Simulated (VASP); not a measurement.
Set up this calculation in VASP 6.6.1, as the native input.

| Quantity | Value |
| --- | --- |
| Task | single point |
| Functional | PBE |
| Potentials or basis | VASP PAW PBE potentials, release 64 (Pt, Co, O) |
| Cutoff | 520 eV |
| k mesh | 8 × 8 × 8 |
| Occupations | gaussian, width 0.05 eV |
| Spin | collinear spin, ferrimagnetic start |
| Starting moments | [-0.28, 2.42, -0.1, -0.1] μB |
| Hubbard terms | Co d U = 3.3 eV |
| Dipole correction | no |
| Further INCAR settings | ALGO = Normal; EDIFF = 1e-06; NBANDS = 28 |

The structure of CoPtO2 lies in POSCAR:

```
CoPtO2
1.0
    1.4848607137      0.8572847328      6.0127920397
   -1.4848607137      0.8572847328      6.0127920397
    0.0000000000     -1.7145694655      6.0127920397
Pt Co O
1 1 2
Direct
    0.0000000000      0.0000000000      0.0000000000
    0.5000000000      0.5000000000      0.5000000000
    0.1087283711      0.1087283711      0.1087283711
    0.8912716289      0.8912716289      0.8912716289
```

The input as run:

INCAR

```
ALGO = Normal
EDIFF = 1E-6
ENCUT = 520
GGA = PE
ISIF = 2
ISMEAR = 0
ISPIN = 2
LASPH = True
LCHARG = False
LDAU = True
LDAUJ = 0 0 0
LDAUL = -1 2 -1
LDAUPRINT = 1
LDAUTYPE = 2
LDAUU = 0 3.3 0
LMAXMIX = 4
LORBIT = 11
LREAL = False
LWAVE = False
MAGMOM = -0.28 2.42 -0.1 -0.1
NBANDS = 28
NELM = 150
PREC = Accurate
SIGMA = 0.05
```

KPOINTS

```
k-points
0
Gamma
  8 8 8
```

Potentials or basis: VASP PAW PBE potentials, release 64 (Pt, Co, O).

Run with:

```bash
$ cat potpaw_PBE.64/Pt/POTCAR potpaw_PBE.64/Co/POTCAR potpaw_PBE.64/O/POTCAR > POTCAR
$ mpirun -np 1 vasp_std > vasp.out
```

Results of the run:

| Property | Result |
| --- | --- |
| Pressure | -0.7 GPa |
| Largest force | 0.130 eV/Å |
| Net moment | 1.85 μB per cell |
| Site moments | Pt -0.33; Co +2.35; O -0.09 μB |
| Valence electrons inside the program's atomic spheres | Pt 9.11; Co 8.00; O 5.00 |

Caveat: a cell with one magnetic atom can't hold antiferromagnetic order, which such compounds often take.

It took 38 min on 1 thread of Intel Xeon 8259CL, with other jobs on the host, peak memory 0.51 GiB.
